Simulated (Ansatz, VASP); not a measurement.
Two plane-wave programs on HfO2

```
Hf O
1.0
     0.00000    2.53668    2.53668
     2.53668    0.00000    2.53668
     2.53668    2.53668    0.00000
Hf O
1 2
Direct
  0.00000 0.00000 0.00000
  0.25000 0.25000 0.25000
  0.75000 0.75000 0.75000
```

Alike in both runs: functional PBE; dispersion D3(BJ); k mesh 8 × 8 × 8; occupations gaussian, width 0.02 eV; no spin polarisation.

Ansatz relaxed the structure, and its values are those at the end. VASP's run is a single point on that final structure, the one shown.

```csv
,VASP,Ansatz
version,VASP 6.6.1,Ansatz 0.2.0
potentials or method,"VASP PAW PBE potentials, release 64 (Hf_pv, O), cutoff 600 eV","scalar-relativistic, plane waves, PAW"
valence electrons in the cell,22,38
```

```csv
,VASP,Ansatz,Ansatz less VASP
gap on the k mesh at the Fermi level (eV),3.80,3.78,-0.015
least direct gap on the mesh (eV),3.80,3.78,-0.015
pressure (GPa),-4.1,0.0,+4.09
```

One of these differences is far larger than is usual between the two programs; its cause wasn't traced. VASP's potentials hold 22 valence electrons a cell and Ansatz's 38, so a difference there can come from the potentials and not from the codes.

Spin-orbit coupling is off throughout.
